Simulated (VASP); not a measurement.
Runs of VASP 6.6.1 on NaCl. The structure is that of space group Pm-3m (No. 221), or close to it. The cells are those of the table. 

```tsv
level	cell	k mesh	smearing	grid for exact exchange (PRECFOCK)	screening parameter	gap on the mesh (eV)	pressure (GPa)
PBE	a = 3.531 Å, 2 atoms	8 × 8 × 8	fermi-dirac 0.02 eV	-	-	3.90	-0.5
r2SCAN	a = 3.414 Å, angles 91.5°, 2 atoms	8 × 8 × 8	gaussian 0.01 eV	-	-	5.12	1.2
PBE	a = 3.414 Å, angles 91.5°, 2 atoms	8 × 8 × 8	fermi-dirac 0.02 eV	-	-	4.26	2.5
r2SCAN	a = 3.531 Å, 2 atoms	8 × 8 × 8	gaussian 0.01 eV	-	-	(a)	(b)
HSE06	a = 3.414 Å, angles 91.5°, 2 atoms	6 × 6 × 6	gaussian 0.01 eV	Normal	0.2079 1/Å	5.59	1.9
```

Alike in all rows: task single point; potentials or basis VASP PAW PBE potentials, release 64 (Na_pv, Cl); no spin polarisation; cutoff (eV) 520.

Fill in the values left out.

(a) 4.73; (b) -1.8.

Caveats: the PAW data sets were made with another functional, which shifts forces and pressure a little (some runs).

A k mesh can miss the band edges.
